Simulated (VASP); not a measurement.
# PbSe (I4/mmm) in VASP: a series of runs, part 2 of 2

VASP 6.6.1.

## (3) Electric field gradients, PBEsol (equal xx and yy strain of -2 %)

Contents of INCAR:

```
SYSTEM = PbSe
  PREC = Accurate
  ENCUT = 520
  EDIFF = 1E-8
  ISMEAR = -1
  SIGMA = 0.02
  LREAL = .FALSE.
  LASPH = .TRUE.
  NELM = 100
  ALGO = Normal
  ISIF = 2
  LWAVE = .FALSE.
  LCHARG = .FALSE.
  GGA = PS
  LEFG = .TRUE.
  NBANDS = 17
```

Contents of KPOINTS:

```
regular mesh
0
G
  7 7 7
  0 0 0
```

Contents of POSCAR:

```
PbSe
1.0
    0.0000000000      3.0009070000      3.0621500000
    3.0009070000      0.0000000000      3.0621500000
    3.0009070000      3.0009070000      0.0000000000
Pb Se
1 1
Direct
    0.0000000000      0.0000000000      0.0000000000
    0.5000000000      0.5000000000      0.5000000000
```

Potentials or basis: VASP PAW PBE potentials, release 64 (Pb_d, Se).

On the command line:

```bash
$ cat potpaw_PBE.64/Pb_d/POTCAR potpaw_PBE.64/Se/POTCAR > POTCAR
$ mpirun -np 1 vasp_std > vasp.out
```

OUTCAR:

```text
SYSTEM = PbSe
   PREC = Accurate
   ENCUT = 520
   EDIFF = 1E-8
   ISMEAR = -1
   LREAL = .FALSE.
   LASPH = .TRUE.
   NELM = 100
   ISIF = 2
   GGA = PS

 ion  position               nearest neighbor table
   1  0.000  0.000  0.000-   2 3.00   2 3.00   2 3.00   2 3.00   2 3.06   2 3.06
   2  0.500  0.500  0.500-   1 3.00   1 3.00   1 3.00   1 3.00   1 3.06   1 3.06

  LATTYP: Found a body centered tetragonal cell.
 ALAT       =     4.2439233788
 C/A-ratio  =     1.4430750636

  Lattice vectors:

 A1 = (  -3.0009070000,   0.0000000000,   3.0621500000)
 A2 = (   3.0009070000,   0.0000000000,   3.0621500000)
 A3 = (   0.0000000000,   3.0009070000,  -3.0621500000)

Analysis of symmetry for initial positions (statically):
=====================================================================
 Subroutine PRICEL returns:
 Original cell was already a primitive cell.

 Routine SETGRP: Setting up the symmetry group for a
 body centered tetragonal supercell.

 Subroutine GETGRP returns: Found 16 space group operations
 (whereof 16 operations were pure point group operations)
 out of a pool of 16 trial point group operations.

The static configuration has the point symmetry D_4h.

Analysis of symmetry for dynamics (positions and initial velocities):
=====================================================================
 Subroutine PRICEL returns:
 Original cell was already a primitive cell.

 Routine SETGRP: Setting up the symmetry group for a
 body centered tetragonal supercell.

 Subroutine GETGRP returns: Found 16 space group operations
 (whereof 16 operations were pure point group operations)
 out of a pool of 16 trial point group operations.

The dynamic configuration has the point symmetry D_4h.

 Subroutine INISYM returns: Found 16 space group operations
 (whereof 16 operations are pure point group operations),
 and found     1 'primitive' translations

----------------------------------------------------------------------------------------

                                     Primitive cell

  volume of cell :      55.1520

  direct lattice vectors                    reciprocal lattice vectors
     0.000000000  3.000907000  3.062150000    -0.166616293  0.166616293  0.163283967
     3.000907000  0.000000000  3.062150000     0.166616293 -0.166616293  0.163283967
     3.000907000  3.000907000  0.000000000     0.166616293  0.166616293 -0.163283967

  length of vectors
     4.287447428  4.287447428  4.243923379     0.286676878  0.286676878  0.286676878

  position of ions in fractional coordinates (direct lattice)
     0.000000000  0.000000000  0.000000000
     0.500000000  0.500000000  0.500000000

  ion indices of the primitive-cell ions
   primitive index   ion index
                 1           1
                 2           2

----------------------------------------------------------------------------------------

 KPOINTS: regular mesh

Automatic generation of k-mesh.
 Grid dimensions read from file:
 generate k-points for:    7    7    7
[... 65 lines left out ...]
   LREAL  =      F    real-space projection
   EDIFFG = 0.1E-06   stopping-criterion for IOM
   NSW    =      0    number of steps for IOM
   IBRION =     -1    ionic relax: 0-MD 1-quasi-New 2-CG
   NFREE  =      0    steps in history (QN), initial steepest desc. (CG)
   ISIF   =      2    stress and relaxation
   ISYM   =      2    0-nonsym 1-usesym 2-fastsym
   POTIM  = 0.5000    time-step for ionic-motion
   TEBEG  =    0.0;   TEEND  =   0.0 temperature during run
   PSTRESS=    0.0 pullay stress
   NELECT =      20.0000    total number of electrons
   NUPDOWN=      -1.0000    fix difference up-down
   EMIN   =  10.00;   EMAX   =-10.00  energy-range for DOS
   EFERMI =   0.00;   METHOD = LEGACY
   ISMEAR =    -1;   SIGMA  =   0.02  broadening in eV -4-tet -1-fermi 0-gaus
   EFERMI_NEDOS =   21; number of points for ismear=-14 and -15
   IALGO  =     38    algorithm
   IMIX   =      4    mixing-type and parameters
     AMIX     =   0.40;   BMIX     =  1.00
     AMIX_MAG =   1.60;   BMIX_MAG =  1.00
  volume/ion in A,a.u.               =      27.58       186.09
  Fermi-wavevector in a.u.,A,eV,Ry     =   1.167430  2.206124 18.543294  1.362894
  Thomas-Fermi vector in A             =   2.303931
   LORBIT       =      0    0 simple, 1 ext, 2 COOP (PROOUT), +10 PAW based schemes
   GGA     = PS    functional components
   LHFCALC =     F    Hartree Fock is set to
   AEXX    =    0.0000 exact exchange contribution
   IVDW    =     0    specifies the selected vdW correction
   LEPSILON=     F    determine dielectric tensor
   LRPA    =     F    only Hartree local field effects (RPA)
 non-spin polarized calculation
  energy-cutoff  :      520.00
  volume of cell :       55.15
 maximum number of plane-waves:      1498
   NGX = 15   NGY = 15   NGZ = 15

 number of electron      20.0000005 magnetization

 Free energy of the ion-electron system (eV)
  ---------------------------------------------------
  ext. energy  EPLUGINS =         0.00000000
  ---------------------------------------------------
  free energy    TOTEN  =        -8.90506377 eV

  energy without entropy =       -8.90506377  energy(sigma->0) =       -8.90506377

 E-fermi :   5.5156     XC(G=0):  -9.8998

 val. band max:        5.1114070830   @ k =   0.4286   0.0000   0.0000
 cond. band min:       5.9032684088   @ k =   0.4286   0.0000   0.0000
 fundamental gap:      0.7918613258
 Fermi energy:         5.5156326724

 k-point     1 :       0.0000    0.0000    0.0000
  band No.  band energies     occupation
      1     -11.4229      2.00000
      2     -11.4173      2.00000
      3     -11.4173      2.00000
      4     -11.4140      2.00000
      5     -11.4122      2.00000
      6      -8.5499      2.00000
[... 457 lines left out ...]
      4     -11.3927      2.00000
      5     -11.3766      2.00000
      6      -7.1863      2.00000
[... 9 lines left out ...]
     16      15.6180      0.00000
     17      16.9331      0.00000

 [... further k-points ...]
[... 5 lines left out ...]
  --------------------------------------------------------------------------------------
  -------------------------------------------------------------------------------------
  Total        0.9029921      0.9029921     -0.0654304      0.0000000     -0.0000000      0.0000000
  in kB       26.2320952     26.2320952     -1.9007671      0.0000000     -0.0000000      0.0000000
  external PRESSURE =      16.8544744 kB  Pullay stress =       0.0000000 kB

 VOLUME and BASIS-vectors are now :
 -----------------------------------------------------------------------------
  energy-cutoff  :      520.00
  volume of cell :       55.15
      direct lattice vectors                 reciprocal lattice vectors
     0.000000000  3.000907000  3.062150000    -0.166616293  0.166616293  0.163283967
     3.000907000  0.000000000  3.062150000     0.166616293 -0.166616293  0.163283967
     3.000907000  3.000907000  0.000000000     0.166616293  0.166616293 -0.163283967

 POSITION                                       TOTAL-FORCE (eV/Angst)
 -----------------------------------------------------------------------------------
      0.00000      0.00000      0.00000         0.000000      0.000000     -0.000000
      3.00091      3.00091      3.06215        -0.000000     -0.000000      0.000000
 -----------------------------------------------------------------------------------
    total drift:                                0.000000     -0.000000     -0.000000

  FREE ENERGIE OF THE ION-ELECTRON SYSTEM (eV)
  ---------------------------------------------------
  free  energy   TOTEN  =        -8.9050637735 eV

  energy  without entropy=       -8.9050637734  energy(sigma->0) =       -8.90506377

 Electric field gradients (V/A^2)
---------------------------------------------------------------------
 ion       V_xx      V_yy      V_zz      V_xy      V_xz      V_yz
---------------------------------------------------------------------
   1     -31.599   -31.599    63.198    -0.001    -0.000    -0.000
   2      -2.803    -2.803     5.605    -0.000    -0.000    -0.000
---------------------------------------------------------------------

 Electric field gradients after diagonalization (V/A^2)
 (convention: |V_zz| > |V_xx| > |V_yy|)
----------------------------------------------------------------------
 ion       V_xx      V_yy      V_zz     asymmetry (V_yy - V_xx)/ V_zz
----------------------------------------------------------------------
   1     -31.600   -31.598    63.198       0.000
   2      -2.803    -2.803     5.605       0.000
----------------------------------------------------------------------

           NMR quadrupolar parameters

 Cq : quadrupolar parameter    Cq=e*Q*V_zz/h
 eta: asymmetry parameters     (V_yy - V_xx)/ V_zz
 Q  : nuclear electric quadrupole moment in mb (millibarn)
----------------------------------------------------------------------
 ion       Cq(MHz)       eta       Q (mb)
----------------------------------------------------------------------
   1       0.153       0.000       1.000
   2       0.014       0.000       1.000
----------------------------------------------------------------------
```

Run time: 23 s. Hardware: 1 thread of AMD EPYC 7R13 (Zen 3), shared host; peak memory 0.16 GiB.

What came out:

```yaml
Free_energy: -8.9051 eV
Pressure: 1.7 GPa
Band_gap_on_the_k_mesh: 0.79 eV, direct
```

Electric field gradients, principal values (V/Å²):
| atom | least | middle | greatest (by size) |
| --- | --- | --- | --- |
| 1 Pb | -31.598 | -31.600 | 63.198 |
| 2 Se | -2.803 | -2.803 | 5.605 |

Caveat: the cell differs from its parent crystal (equal xx and yy strain of -2 %); without QUAD_EFG the Cq values of the log hold for a quadrupole moment of 1 mb, not for the nuclei; the PAW data sets were made with another functional, which shifts forces and pressure a little; spin-orbit coupling is left out, which moves the levels of the heavy elements. A k mesh can miss the band edges.

## (4) Electric field gradients, PBEsol (equal xx and yy strain of +1 %)

Contents of INCAR:

```
SYSTEM = PbSe
ALGO = Normal
EDIFF = 1E-8
ENCUT = 520
GGA = PS
ISIF = 2
ISMEAR = -1
LASPH = .True.
LCHARG = .False.
LEFG = .True.
LREAL = .False.
LWAVE = .False.
NBANDS = 17
NELM = 80
PREC = Accurate
SIGMA = 0.02
```

Contents of KPOINTS:

```
k-points
0
Gamma
  7 7 7
  0 0 0
```

Contents of POSCAR:

```
PbSe
1.0
    0.0000000000      3.0927715000      3.0621500000
    3.0927715000      0.0000000000      3.0621500000
    3.0927715000      3.0927715000      0.0000000000
Pb Se
1 1
Direct
    0.0000000000      0.0000000000      0.0000000000
    0.5000000000      0.5000000000      0.5000000000
```

Potentials or basis: VASP PAW PBE potentials, release 64 (Pb_d, Se).

On the command line:

```bash
$ cat potpaw_PBE.64/Pb_d/POTCAR potpaw_PBE.64/Se/POTCAR > POTCAR
$ mpirun -np 1 vasp_std > vasp.out
```

OUTCAR:

```text
SYSTEM = PbSe
   EDIFF = 1E-8
   ENCUT = 520
   GGA = PS
   ISIF = 2
   ISMEAR = -1
   LASPH = .True.
   LREAL = .False.
   NELM = 80
   PREC = Accurate

 ion  position               nearest neighbor table
   1  0.000  0.000  0.000-   2 3.06   2 3.06   2 3.09   2 3.09   2 3.09   2 3.09
   2  0.500  0.500  0.500-   1 3.06   1 3.06   1 3.09   1 3.09   1 3.09   1 3.09

  LATTYP: Found a body centered tetragonal cell.
 ALAT       =     4.3738394006
 C/A-ratio  =     1.4002114479

  Lattice vectors:

 A1 = (   0.0000000000,  -3.0927715000,  -3.0621500000)
 A2 = (   0.0000000000,   3.0927715000,  -3.0621500000)
 A3 = (   3.0927715000,   0.0000000000,   3.0621500000)

Analysis of symmetry for initial positions (statically):
=====================================================================
 Subroutine PRICEL returns:
 Original cell was already a primitive cell.

 Routine SETGRP: Setting up the symmetry group for a
 body centered tetragonal supercell.

 Subroutine GETGRP returns: Found 16 space group operations
 (whereof 16 operations were pure point group operations)
 out of a pool of 16 trial point group operations.

The static configuration has the point symmetry D_4h.

Analysis of symmetry for dynamics (positions and initial velocities):
=====================================================================
 Subroutine PRICEL returns:
 Original cell was already a primitive cell.

 Routine SETGRP: Setting up the symmetry group for a
 body centered tetragonal supercell.

 Subroutine GETGRP returns: Found 16 space group operations
 (whereof 16 operations were pure point group operations)
 out of a pool of 16 trial point group operations.
[... 159 lines left out ...]
      3     -12.0625      2.00000
      4     -12.0625      2.00000
      5     -12.0583      2.00000
      6      -8.7810      2.00000
[... 457 lines left out ...]
      4     -12.0412      2.00000
      5     -12.0284      2.00000
      6      -7.5783      2.00000
[... 9 lines left out ...]
     16      15.0396      0.00000
     17      15.9528      0.00000

 [... further k-points ...]

------------------------ aborting loop because EDIFF is reached ----------------------------------------

  FORCE on cell =-STRESS in cart. coord.  units (eV):
  Direction    XX          YY          ZZ          XY          YZ          ZX
  --------------------------------------------------------------------------------------
  -------------------------------------------------------------------------------------
  Total       -0.7104325     -0.7104325     -0.3061933      0.0000000      0.0000000     -0.0000000
  in kB      -19.4303794    -19.4303794     -8.3744083      0.0000000      0.0000000     -0.0000000
  external PRESSURE =     -15.7450557 kB  Pullay stress =       0.0000000 kB

 VOLUME and BASIS-vectors are now :
 -----------------------------------------------------------------------------
  energy-cutoff  :      520.00
  volume of cell :       58.58
      direct lattice vectors                 reciprocal lattice vectors
     0.000000000  3.092771500  3.062150000    -0.161667294  0.161667294  0.163283967
     3.092771500  0.000000000  3.062150000     0.161667294 -0.161667294  0.163283967
     3.092771500  3.092771500  0.000000000     0.161667294  0.161667294 -0.163283967

 POSITION                                       TOTAL-FORCE (eV/Angst)
 -----------------------------------------------------------------------------------
      0.00000      0.00000      0.00000         0.000000     -0.000000      0.000000
      3.09277      3.09277      3.06215        -0.000000      0.000000      0.000000
 -----------------------------------------------------------------------------------
    total drift:                                0.000000     -0.000000     -0.000000

  FREE ENERGIE OF THE ION-ELECTRON SYSTEM (eV)
  ---------------------------------------------------
  free  energy   TOTEN  =        -8.9098830162 eV

  energy  without entropy=       -8.9098830162  energy(sigma->0) =       -8.90988302

 Electric field gradients (V/A^2)
---------------------------------------------------------------------
 ion       V_xx      V_yy      V_zz      V_xy      V_xz      V_yz
---------------------------------------------------------------------
   1      15.012    15.012   -30.024    -0.000     0.000     0.000
   2       1.175     1.175    -2.349     0.000     0.000     0.000
---------------------------------------------------------------------

 Electric field gradients after diagonalization (V/A^2)
 (convention: |V_zz| > |V_xx| > |V_yy|)
----------------------------------------------------------------------
 ion       V_xx      V_yy      V_zz     asymmetry (V_yy - V_xx)/ V_zz
----------------------------------------------------------------------
   1      15.012    15.012   -30.024       0.000
   2       1.175     1.175    -2.349       0.000
----------------------------------------------------------------------

           NMR quadrupolar parameters

 Cq : quadrupolar parameter    Cq=e*Q*V_zz/h
 eta: asymmetry parameters     (V_yy - V_xx)/ V_zz
 Q  : nuclear electric quadrupole moment in mb (millibarn)
----------------------------------------------------------------------
 ion       Cq(MHz)       eta       Q (mb)
----------------------------------------------------------------------
   1      -0.073       0.000       1.000
   2      -0.006       0.000       1.000
----------------------------------------------------------------------
```

OSZICAR:

```text
N       E                     dE             d eps       ncg     rms          rms(c)
DAV:   1     0.154262310630E+03    0.15426E+03   -0.95617E+03  1360   0.118E+03
DAV:   2     0.245151818172E+01   -0.15181E+03   -0.14678E+03  1417   0.305E+02
DAV:   3    -0.890633546087E+01   -0.11358E+02   -0.11269E+02  1742   0.882E+01
DAV:   4    -0.917979241039E+01   -0.27346E+00   -0.27327E+00  1704   0.152E+01
DAV:   5    -0.918848414547E+01   -0.86917E-02   -0.86912E-02  1933   0.265E+00    0.262E+00
DAV:   6    -0.891642227869E+01    0.27206E+00   -0.68216E-01  2124   0.583E+00    0.146E+00
DAV:   7    -0.890955781283E+01    0.68645E-02   -0.10180E-01  1704   0.157E+00    0.791E-01
DAV:   8    -0.891024511483E+01   -0.68730E-03   -0.10708E-02  1655   0.109E+00    0.144E-01
DAV:   9    -0.890985442690E+01    0.39069E-03   -0.24092E-03  2108   0.433E-01    0.489E-02
DAV:  10    -0.890988339056E+01   -0.28964E-04   -0.15456E-04  1624   0.705E-02    0.170E-02
DAV:  11    -0.890988308030E+01    0.31026E-06   -0.24819E-05  1868   0.486E-02    0.441E-03
DAV:  12    -0.890988302343E+01    0.56870E-07   -0.15628E-06  1870   0.135E-02    0.904E-04
DAV:  13    -0.890988301621E+01    0.72221E-08   -0.56993E-08  1818   0.292E-03
   1 F= -.89098830E+01 E0= -.89098830E+01  d E =-.468117E-10
```

Wall time 29 s (1 thread of AMD EPYC 7R13 (Zen 3), shared host); peak memory 0.17 GiB.

Results:

| Item | Value |
| --- | --- |
| Free energy | -8.9099 eV |
| Pressure | -1.6 GPa |
| Band gap on the k mesh | 0.84 eV, direct |

Electric field gradients, principal values (V/Å²):
```
atom   least  middle  greatest (by size)
1 Pb  15.012  15.012             -30.024
2 Se   1.175   1.175              -2.349
```

Caveat: the cell differs from its parent crystal (equal xx and yy strain of +1 %); without QUAD_EFG the Cq values of the log hold for a quadrupole moment of 1 mb, not for the nuclei; the PAW data sets were made with another functional, which shifts forces and pressure a little; spin-orbit coupling is left out, which moves the levels of the heavy elements.
